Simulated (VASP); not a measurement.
Input of a VASP 6.6.1 run:

Contents of INCAR:

```
PREC = Accurate
ENCUT = 600
EDIFF = 1E-7
ISMEAR = -1
SIGMA = 0.08
LREAL = F
LASPH = T
NELM = 80
ALGO = Normal
ISIF = 3
LWAVE = F
LCHARG = F
GGA = CA
IBRION = 2
NSW = 100
EDIFFG = -0.002
PSTRESS = 20.0
```

The input KPOINTS:

```
Automatic mesh
0
Gamma
  16 16 16
```

File POSCAR:

```
CdS
1.0
    0.0000000000      2.6697583852      2.6697583852
    2.6697583852      0.0000000000      2.6697583852
    2.6697583852      2.6697583852      0.0000000000
Cd S
1 1
Direct
    0.0000000000      0.0000000000      0.0000000000
    0.5000000000      0.5000000000      0.5000000000
```

Potentials or basis: VASP PAW LDA potentials, release 64 (Cd, S).

Command:

```bash
$ cat potpaw_LDA.64/Cd/POTCAR potpaw_LDA.64/S/POTCAR > POTCAR
$ mpirun -np 1 vasp_std > vasp.out
```

Task: Estimate the band gap on the k mesh.

Result: Zero (band 9 reaches 3.68 eV, above the bottom of band 10 at 3.66 eV).

Task: What does it give for the relaxed cell?

Result: a = 3.759 Å, b = 3.759 Å, c = 3.759 Å, α = 60.00°, β = 60.00°, γ = 60.00°.

Task: Predict the relaxed volume.

Result: 18.78 Å³/atom.

The path:
| step | energy change (eV) | largest force (eV/Å) | pressure (GPa) | volume (Å³) |
| --- | --- | --- | --- | --- |
| 1 | 0.0000 | 0.0000 | 0.71 | 38.06 |
| 2 | 0.0095 | 0.0000 | 2.95 | 37.22 |
| 3 | 0.0041 | 0.0000 | 1.99 | 37.56 |

Caveat: the cell is relaxed towards a set pressure, so the enthalpy falls and the energy may rise.
